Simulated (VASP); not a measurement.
# MgO (I4/mmm) in VASP: notebook

Runs on MgO. Level: r2SCAN. Tasks: single point.

Everything below comes from runs of VASP 6.6.1. Logs are shortened: lines on timing, memory, paths and dates and some standing lists are left out, and cuts for length are marked.

**1. The cell of the first run**

Symmetry: I4/mmm, No. 139, tetragonal system. Conventional cell: a = 3.062 Å, b = 3.062 Å, c = 4.133 Å, α = 90.00°, β = 90.00°, γ = 90.00°. Within 2.7 Å of Mg (site symmetry 4/mmm) lie 6 O at 2.07 to 2.17 Å. O (site symmetry 4/mmm) has 6 Mg at 2.07 to 2.17 Å within 2.7 Å.

**2. Single point, r2SCAN (biaxial strain in the a-b plane: +3.0 %, then relaxed in part)**

The input, POSCAR:

```
MgO
1.0
    2.1652669820      2.1652669820      0.0000000000
   -2.1652669820      2.1652669820      0.0000000000
    0.0000000000      0.0000000000      4.1333496661
Mg O
2 2
Direct
    0.0000000000      0.0000000000      0.0000000000
    0.5000000000      0.5000000000      0.5000000000
    0.5000000000      0.5000000000      0.0000000000
    0.0000000000      0.0000000000      0.5000000000
```

The input, INCAR.step1:

```
  ALGO = Normal
  EDIFF = 1E-4
  ENCUT = 520
  GGA = PE
  ISMEAR = 0
  LASPH = True
  LCHARG = False
  LREAL = False
  LWAVE = True
  NBANDS = 16
  NELM = 100
  PREC = Accurate
  SIGMA = 0.02
```

The input, INCAR.step2:

```
  ALGO = Normal
  EDIFF = 1E-7
  ENCUT = 520
  ISIF = 2
  ISMEAR = 0
  ISTART = 1
  LASPH = True
  LCHARG = False
  LMIXTAU = True
  LREAL = False
  LWAVE = False
  METAGGA = R2SCAN
  NBANDS = 16
  NELM = 100
  PREC = Accurate
  SIGMA = 0.02
```

The input, KPOINTS:

```
k-points
0
Gamma
  8 8 6
```

Potentials or basis: VASP PAW PBE potentials, release 64 (Mg, O).

Started as:

```
$ cat potpaw_PBE.64/Mg/POTCAR potpaw_PBE.64/O/POTCAR > POTCAR
$ cp INCAR.step1 INCAR
$ mpirun -np 1 vasp_std > vasp.out
$ cp INCAR.step2 INCAR
$ mpirun -np 1 vasp_std > vasp.out
```

OUTCAR:

```text
EDIFF = 1E-7
   ENCUT = 520
   ISIF = 2
   ISMEAR = 0
   ISTART = 1
   LASPH = True
   LREAL = False
   METAGGA = R2SCAN
   NELM = 100
   PREC = Accurate

 ion  position               nearest neighbor table
   1  0.000  0.000  0.000-   4 2.07   4 2.07   3 2.17   3 2.17   3 2.17   3 2.17   2 2.99   2 2.99
                             2 2.99   2 2.99   2 2.99   2 2.99   2 2.99   2 2.99
   2  0.500  0.500  0.500-   3 2.07   3 2.07   4 2.17   4 2.17   4 2.17   4 2.17   1 2.99   1 2.99
                             1 2.99   1 2.99   1 2.99   1 2.99   1 2.99   1 2.99
   3  0.500  0.500  0.000-   2 2.07   2 2.07   1 2.17   1 2.17   1 2.17   1 2.17
   4  0.000  0.000  0.500-   1 2.07   1 2.07   2 2.17   2 2.17   2 2.17   2 2.17

  LATTYP: Found a simple tetragonal cell.
 ALAT       =     3.0621499321
 C/A-ratio  =     1.3498194921

  Lattice vectors:

 A1 = (   2.1652669820,   2.1652669820,   0.0000000000)
 A2 = (  -2.1652669820,   2.1652669820,   0.0000000000)
 A3 = (   0.0000000000,   0.0000000000,   4.1333496661)

Analysis of symmetry for initial positions (statically):
=====================================================================
 Subroutine PRICEL returns following result:

  LATTYP: Found a body centered tetragonal cell.
 ALAT       =     3.0621499321
 C/A-ratio  =     1.3498194921

  Lattice vectors:

 A1 = (   0.0000000000,  -2.1652669820,  -2.0666748331)
 A2 = (   0.0000000000,   2.1652669820,  -2.0666748330)
 A3 = (   2.1652669820,   0.0000000000,   2.0666748331)

   2 primitive cells build up your supercell.

 Routine SETGRP: Setting up the symmetry group for a
 simple tetragonal supercell.

 Subroutine GETGRP returns: Found 16 space group operations
 (whereof 16 operations were pure point group operations)
 out of a pool of 16 trial point group operations.

The static configuration has the point symmetry D_4h.

Analysis of symmetry for dynamics (positions and initial velocities):
=====================================================================
 Subroutine PRICEL returns following result:

  LATTYP: Found a body centered tetragonal cell.
 ALAT       =     3.0621499321
 C/A-ratio  =     1.3498194921

  Lattice vectors:

 A1 = (   0.0000000000,  -2.1652669820,  -2.0666748331)
 A2 = (   0.0000000000,   2.1652669820,  -2.0666748330)
 A3 = (   2.1652669820,   0.0000000000,   2.0666748331)

   2 primitive cells build up your supercell.

 Routine SETGRP: Setting up the symmetry group for a
 simple tetragonal supercell.

 Subroutine GETGRP returns: Found 16 space group operations
 (whereof 16 operations were pure point group operations)
 out of a pool of 16 trial point group operations.

The dynamic configuration has the point symmetry D_4h.

 Subroutine INISYM returns: Found 16 space group operations
 (whereof 16 operations are pure point group operations),
 and found     2 'primitive' translations

----------------------------------------------------------------------------------------

                                     Primitive cell

  volume of cell :      19.3787

  direct lattice vectors                    reciprocal lattice vectors
     0.000000000 -2.165266982 -2.066674833     0.230918406 -0.230918406 -0.241934528
     0.000000000  2.165266982 -2.066674833     0.230918406  0.230918406 -0.241934528
     2.165266982  0.000000000  2.066674833     0.461836812  0.000000000  0.000000000

  length of vectors
     2.993246727  2.993246727  2.993246727     0.406422116  0.406422116  0.461836812

  position of ions in fractional coordinates (direct lattice)
     0.000000000  0.000000000  0.000000000
     0.500000000  0.500000000  0.000000000

  ion indices of the primitive-cell ions
   primitive index   ion index
                 1           1
                 2           4

----------------------------------------------------------------------------------------

 KPOINTS: k-points

Automatic generation of k-mesh.
 Grid dimensions read from file:
 generate k-points for:    8    8    6

 Generating k-lattice:

  Cartesian coordinates                     Fractional coordinates (reciprocal lattice)
     0.028864801  0.028864801  0.000000000     0.125000000  0.000000000  0.000000000
    -0.028864801  0.028864801  0.000000000     0.000000000  0.125000000  0.000000000
     0.000000000  0.000000000  0.040322421     0.000000000  0.000000000  0.166666667

  Length of vectors
     0.040820993  0.040820993  0.040322421

  Shift w.r.t. Gamma in fractional coordinates (k-lattice)
     0.000000000  0.000000000  0.000000000

 Subroutine IBZKPT returns following result:
 ===========================================

 Found     60 irreducible k-points:

 Following reciprocal coordinates:
            Coordinates               Weight
  0.000000  0.000000  0.000000      1.000000
  0.125000  0.000000  0.000000      4.000000
  0.250000  0.000000  0.000000      4.000000
  0.375000  0.000000  0.000000      4.000000
  0.500000  0.000000  0.000000      2.000000
  0.125000  0.125000  0.000000      4.000000
[... 16 lines left out ...]
  0.375000  0.125000  0.166667     16.000000
  0.500000  0.125000  0.166667      8.000000
 [... further k-points ...]
   k-points           NKPTS =     60   k-points in BZ     NKDIM =     60   number of bands    NBANDS=     16
   number of dos      NEDOS =    301   number of ions     NIONS =      4
   total plane-waves  NPLWV =  18432
   dimension x,y,z NGX =    24 NGY =   24 NGZ =   32
   dimension x,y,z NGXF=    48 NGYF=   48 NGZF=   64
   ions per type =               2   2
   NGX,Y,Z   is equivalent  to a cutoff of  13.03, 13.03, 12.87 a.u.
   NGXF,Y,Z  is equivalent  to a cutoff of  26.06, 26.06, 25.74 a.u.
 SYSTEM =  unknown system
   PREC   = accura    normal or accurate (medium, high low for compatibility)
   ISTART =      1    job   : 0-new  1-cont  2-samecut
   ICHARG =      0    charge: 1-file 2-atom 10-const
   ISPIN  =      1    spin polarized calculation?
   LNONCOLLINEAR =      F non collinear calculations
   LSORBIT =      F    spin-orbit coupling
   LASPH  =      T    aspherical Exc in radial PAW
   ENCUT  =  520.0 eV  38.22 Ry    6.18 a.u.   5.69  5.69  7.69*2*pi/ulx,y,z
   NELM   =    100;   NELMIN=  2; NELMDL=  0     # of ELM steps
   EDIFF  = 0.1E-06   stopping-criterion for ELM
   LREAL  =      F    real-space projection
[... 12 lines left out ...]
   EFERMI =   0.00;   METHOD = LEGACY
   ISMEAR =     0;   SIGMA  =   0.02  broadening in eV -4-tet -1-fermi 0-gaus
   EFERMI_NEDOS =   21; number of points for ismear=-14 and -15
   IALGO  =     38    algorithm
   IMIX   =      4    mixing-type and parameters
     AMIX     =   0.40;   BMIX     =  1.00
     AMIX_MAG =   1.60;   BMIX_MAG =  1.00
  volume/ion in A,a.u.               =       9.69        65.39
  Fermi-wavevector in a.u.,A,eV,Ry     =   1.218980  2.303538 20.217054  1.485912
  Thomas-Fermi vector in A             =   2.354248
   LORBIT       =      0    0 simple, 1 ext, 2 COOP (PROOUT), +10 PAW based schemes
   METAGGA = R2SCAN    functional components
   LHFCALC =     F    Hartree Fock is set to
   AEXX    =    0.0000 exact exchange contribution
   IVDW    =     0    specifies the selected vdW correction
   LEPSILON=     F    determine dielectric tensor
   LRPA    =     F    only Hartree local field effects (RPA)
 non-spin polarized calculation
 Gauss-broadening in eV      SIGMA  =   0.02
  energy-cutoff  :      520.00
  volume of cell :       38.76
 maximum number of plane-waves:      1059
 NGX is ok and might be reduce to    24
   NGX = 11   NGY = 11   NGZ = 15

 number of electron      16.0000013 magnetization

 Free energy of the ion-electron system (eV)
  ---------------------------------------------------
  ext. energy  EPLUGINS =         0.00000000
  ---------------------------------------------------
  free energy    TOTEN  =       -32.24917522 eV

  energy without entropy =      -32.24917522  energy(sigma->0) =      -32.24917522

 E-fermi :   2.7352     XC(G=0): -11.4043

 val. band max:        2.5462456401   @ k =   0.0000   0.0000   0.0000
 cond. band min:       7.7373744342   @ k =   0.0000   0.0000   0.0000
 fundamental gap:      5.1911287941
 Fermi energy:         2.7351901980

 k-point     1 :       0.0000    0.0000    0.0000
  band No.  band energies     occupation
      1     -15.5121      2.00000
      2     -14.0417      2.00000
      3      -1.3343      2.00000
      4       1.0582      2.00000
      5       1.0582      2.00000
      6       2.4288      2.00000
[... 8 lines left out ...]
     15      19.4717      0.00000
     16      21.9484      0.00000

 k-point     2 :       0.1250    0.0000    0.0000
  band No.  band energies     occupation
      1     -15.4149      2.00000
      2     -14.0412      2.00000
      3      -1.1944      2.00000
      4       0.6746      2.00000
      5       1.1170      2.00000
      6       1.9534      2.00000
[... 8 lines left out ...]
     15      19.6381      0.00000
     16      21.5969      0.00000

 k-point     3 :       0.2500    0.0000    0.0000
  band No.  band energies     occupation
      1     -15.1485      2.00000
      2     -14.0671      2.00000
      3      -0.7899      2.00000
      4      -0.1039      2.00000
      5       0.8033      2.00000
      6       1.2846      2.00000
[... 8 lines left out ...]
     15      20.0133      0.00000
     16      21.0809      0.00000

 k-point     4 :       0.3750    0.0000    0.0000
  band No.  band energies     occupation
      1     -14.7854      2.00000
      2     -14.1822      2.00000
      3      -0.6899      2.00000
      4      -0.2063      2.00000
      5      -0.1688      2.00000
      6       1.3259      2.00000
[... 8 lines left out ...]
     15      20.5644      0.00000
     16      20.7380      0.00000

 k-point     5 :       0.5000    0.0000    0.0000
  band No.  band energies     occupation
      1     -14.4316      2.00000
      2     -14.4316      2.00000
      3      -0.7476      2.00000
      4      -0.7476      2.00000
      5       0.5796      2.00000
      6       0.5796      2.00000
[... 8 lines left out ...]
     15      20.3985      0.00000
     16      20.3985      0.00000

 k-point     6 :       0.1250    0.1250    0.0000
  band No.  band energies     occupation
      1     -15.3222      2.00000
      2     -14.0392      2.00000
      3      -1.0576      2.00000
      4       0.5586      2.00000
      5       0.9323      2.00000
      6       1.5570      2.00000
[... 8 lines left out ...]
     15      19.8676      0.00000
     16      20.3506      0.00000
[... 267 lines left out ...]
 k-point    21 :       0.1250    0.1250    0.1667
  band No.  band energies     occupation
      1     -15.2327      2.00000
      2     -14.1190      2.00000
      3      -1.0469      2.00000
      4       0.6582      2.00000
      5       1.0666      2.00000
      6       1.0976      2.00000
[... 8 lines left out ...]
     15      20.0530      0.00000
     16      20.4833      0.00000

 k-point    22 :       0.2500    0.1250    0.1667
  band No.  band energies     occupation
      1     -14.9921      2.00000
      2     -14.1152      2.00000
      3      -0.9282      2.00000
      4       0.2074      2.00000
      5       0.2079      2.00000
      6       1.2142      2.00000
[... 8 lines left out ...]
     15      19.7933      0.00000
     16      20.3866      0.00000

 k-point    23 :       0.3750    0.1250    0.1667
  band No.  band energies     occupation
      1     -14.6717      2.00000
      2     -14.1826      2.00000
      3      -1.1105      2.00000
      4      -0.6519      2.00000
      5       0.3634      2.00000
      6       1.4470      2.00000
[... 8 lines left out ...]
     15      19.8365      0.00000
     16      20.3952      0.00000

 k-point    24 :       0.5000    0.1250    0.1667
  band No.  band energies     occupation
      1     -14.3735      2.00000
      2     -14.3735      2.00000
      3      -1.1269      2.00000
      4      -1.1269      2.00000
      5       0.9371      2.00000
      6       0.9371      2.00000
[... 8 lines left out ...]
     15      20.1667      0.00000
     16      20.1667      0.00000

 [... further k-points ...]
[... 5 lines left out ...]
  --------------------------------------------------------------------------------------
  -------------------------------------------------------------------------------------
  Total       -2.3469965     -2.3469965     -0.2795418      0.0000000     -0.0000000     -0.0000000
  in kB      -97.0214965    -97.0214965    -11.5558625      0.0000000     -0.0000000     -0.0000000
  external PRESSURE =     -68.5329519 kB  Pullay stress =       0.0000000 kB

 VOLUME and BASIS-vectors are now :
 -----------------------------------------------------------------------------
  energy-cutoff  :      520.00
  volume of cell :       38.76
      direct lattice vectors                 reciprocal lattice vectors
     2.165266982  2.165266982  0.000000000     0.230918406  0.230918406  0.000000000
    -2.165266982  2.165266982  0.000000000    -0.230918406  0.230918406  0.000000000
     0.000000000  0.000000000  4.133349666     0.000000000  0.000000000  0.241934528

 POSITION                                       TOTAL-FORCE (eV/Angst)
 -----------------------------------------------------------------------------------
      0.00000      0.00000      0.00000        -0.000000     -0.000000     -0.000000
      0.00000      2.16527      2.06667         0.000000      0.000000     -0.000000
      0.00000      2.16527      0.00000         0.000000     -0.000000      0.000000
      0.00000      0.00000      2.06667        -0.000000      0.000000     -0.000000
 -----------------------------------------------------------------------------------
    total drift:                                0.000000     -0.000000     -0.000000

  FREE ENERGIE OF THE ION-ELECTRON SYSTEM (eV)
  ---------------------------------------------------
  free  energy   TOTEN  =       -32.2491752225 eV

  energy  without entropy=      -32.2491752225  energy(sigma->0) =      -32.24917522
```

It took 54 s on 1 thread of Intel Xeon Platinum 8488C (Sapphire Rapids), shared host; peak memory 0.17 GiB.

Results:

- Free energy: -32.2492 eV
- Pressure: -6.9 GPa
- Band gap on the k mesh: 5.19 eV

Caveat: the cell differs from its parent crystal (biaxial strain in the a-b plane: +3.0 %, then relaxed in part); the PAW data sets were made with another functional, which shifts forces and pressure a little.

**3. Single point, r2SCAN (biaxial strain in the a-b plane: +3.0 %)**

Changes to POSCAR since step 2:

```diff
@@ -4,3 +4,3 @@
    -2.1652669820      2.1652669820      0.0000000000
-    0.0000000000      0.0000000000      4.1333496661
+    0.0000000000      0.0000000000      4.1287226726
 Mg O
```

The input, INCAR.step1:

```
SYSTEM = MgO
ALGO     = Normal         ! electronic algorithm
EDIFF    = 1E-4           ! SCF threshold, eV
ENCUT    = 520            ! plane-wave cutoff, eV
GGA      = PE             ! functional
ISMEAR   = 0              ! smearing method
LASPH    = .TRUE.         ! aspherical terms in the spheres
LCHARG   = .FALSE.        ! write CHGCAR
LREAL    = .FALSE.        ! projectors in reciprocal space
LWAVE    = .TRUE.         ! write WAVECAR
NBANDS   = 16             ! bands
NELM     = 100            ! most SCF steps
PREC     = Accurate       ! precision mode
SIGMA    = 0.02           ! smearing width, eV
```

The input, INCAR.step2:

```
SYSTEM = MgO
ALGO     = Normal         ! electronic algorithm
EDIFF    = 1E-6           ! SCF threshold, eV
ENCUT    = 520            ! plane-wave cutoff, eV
ISIF     = 2              ! what is computed and relaxed
ISMEAR   = 0              ! smearing method
ISTART   = 1            
LASPH    = .TRUE.         ! aspherical terms in the spheres
LCHARG   = .TRUE.         ! write CHGCAR
LELF     = .TRUE.         ! ELF
LMIXTAU  = .TRUE.       
LREAL    = .FALSE.        ! projectors in reciprocal space
LVHAR    = .TRUE.       
LWAVE    = .FALSE.        ! write WAVECAR
METAGGA  = R2SCAN         ! meta-GGA
NBANDS   = 16             ! bands
NELM     = 100            ! most SCF steps
PREC     = Accurate       ! precision mode
SIGMA    = 0.02           ! smearing width, eV
```

The input, KPOINTS:

```
k-points
0
G
  8 8 6
  0 0 0
```

Potentials or basis: VASP PAW PBE potentials, release 64 (Mg, O).

Started as:

```
$ cat potpaw_PBE.64/Mg/POTCAR potpaw_PBE.64/O/POTCAR > POTCAR
$ cp INCAR.step1 INCAR
$ mpirun -np 1 vasp_std > vasp.out
$ cp INCAR.step2 INCAR
$ mpirun -np 1 vasp_std > vasp.out
```

Wall time 53 s (1 thread of Intel Xeon Platinum 8488C (Sapphire Rapids), shared host); peak memory 0.17 GiB.

The run converged. Its results:

```
Free energy            : -32.2494 eV
Pressure               : -6.7 GPa
Band gap on the k mesh : 5.20 eV
```

Stress tensor (GPa, compression positive):
```
-9.61  0.00  0.00
 0.00 -9.61  0.00
 0.00  0.00 -0.77
```

Levels at points of the mesh, in eV from the valence-band top:
| k point | band 5 | band 6 | band 7 | band 8 | band 9 | band 10 | band 11 | band 12 |
| --- | --- | --- | --- | --- | --- | --- | --- | --- |
| (0.00, 0.00, 0.00) | -1.49 | -0.12 | 0.00 | 0.00 | 5.20 | 9.62 | 10.63 | 14.29 |
| (0.50, 0.00, 0.00) | -1.97 | -1.97 | -0.72 | -0.72 | 10.01 | 10.01 | 12.85 | 12.85 |
| (0.50, 0.50, 0.00) | -1.44 | -1.44 | -1.15 | -1.15 | 10.13 | 10.13 | 10.66 | 10.66 |
| (0.00, 0.00, 0.50) | -0.82 | -0.82 | -0.82 | -0.82 | 8.59 | 8.59 | 11.81 | 11.81 |
| (0.50, 0.00, 0.50) | -0.72 | -0.72 | -0.63 | -0.63 | 8.51 | 8.51 | 13.33 | 13.33 |
| (0.50, 0.50, 0.50) | -2.84 | -2.84 | -1.91 | -1.91 | 12.42 | 12.42 | 12.42 | 12.42 |

Caveat: the cell differs from its parent crystal (biaxial strain in the a-b plane: +3.0 %); the PAW data sets were made with another functional, which shifts forces and pressure a little.

**4. Single point, r2SCAN**

Changes to POSCAR since step 3:

```diff
@@ -4,3 +4,3 @@
    -2.1652669820      2.1652669820      0.0000000000
-    0.0000000000      0.0000000000      4.1287226726
+    0.0000000000      0.0000000000      4.1333496661
 Mg O
```

The input, INCAR.step1:

```
SYSTEM = MgO
ALGO = Normal ; EDIFF = 1E-4
ENCUT = 520 ; GGA = PE
ISMEAR = 0 ; LASPH = .True.
LCHARG = .False. ; LREAL = .False.
LWAVE = .True. ; NBANDS = 16
NELM = 60 ; PREC = Accurate
SIGMA = 0.02
```

The input, INCAR.step2:

```
SYSTEM = MgO
ALGO = Normal ; EDIFF = 1E-6
ENCUT = 520 ; ISIF = 2
ISMEAR = 0 ; ISTART = 1
LASPH = .True. ; LCHARG = .False.
LMIXTAU = .True. ; LREAL = .False.
LWAVE = .False. ; METAGGA = R2SCAN
NBANDS = 16 ; NELM = 60
PREC = Accurate ; SIGMA = 0.02
```

The input, KPOINTS:

```
k-points
0
Gamma
  8 8 6
  0 0 0
```

Started as:

```
$ cat potpaw_PBE.64/Mg/POTCAR potpaw_PBE.64/O/POTCAR > POTCAR
$ cp INCAR.step1 INCAR
$ mpirun -np 1 vasp_std > vasp.out
$ cp INCAR.step2 INCAR
$ mpirun -np 1 vasp_std > vasp.out
```

Run time: 54 s. Hardware: 1 thread of Intel Xeon Platinum 8488C (Sapphire Rapids), shared host; peak memory 0.17 GiB.

Results (log left out):

```yaml
Free_energy: -32.2492 eV
Pressure: -6.9 GPa
Band_gap_on_the_k_mesh: 5.19 eV
```

Stress tensor (GPa, compression positive):
```
-9.70  0.00  0.00
 0.00 -9.70  0.00
 0.00  0.00 -1.16
```

Levels at points of the mesh, in eV from the valence-band top:
```
           k point  band 4  band 5  band 6  band 7  band 8  band 9  band 10  band 11  band 12  band 13
(0.00, 0.00, 0.00)   -1.49   -1.49   -0.12    0.00    0.00    5.19     9.62    10.62    14.27    16.45
(0.50, 0.00, 0.00)   -3.29   -1.97   -1.97   -0.72   -0.72   10.00    10.00    12.84    12.84    14.68
(0.50, 0.50, 0.00)   -4.04   -1.44   -1.44   -1.15   -1.15   10.13    10.13    10.64    10.64    13.64
(0.00, 0.00, 0.50)   -2.61   -0.82   -0.82   -0.82   -0.82    8.58     8.58    11.82    11.82    16.91
(0.50, 0.00, 0.50)   -4.49   -0.72   -0.72   -0.63   -0.63    8.51     8.51    13.32    13.32    16.49
(0.50, 0.50, 0.50)   -2.84   -2.84   -2.84   -1.90   -1.90   12.41    12.41    12.41    12.41    12.91
```

Caveat: the PAW data sets were made with another functional, which shifts forces and pressure a little.
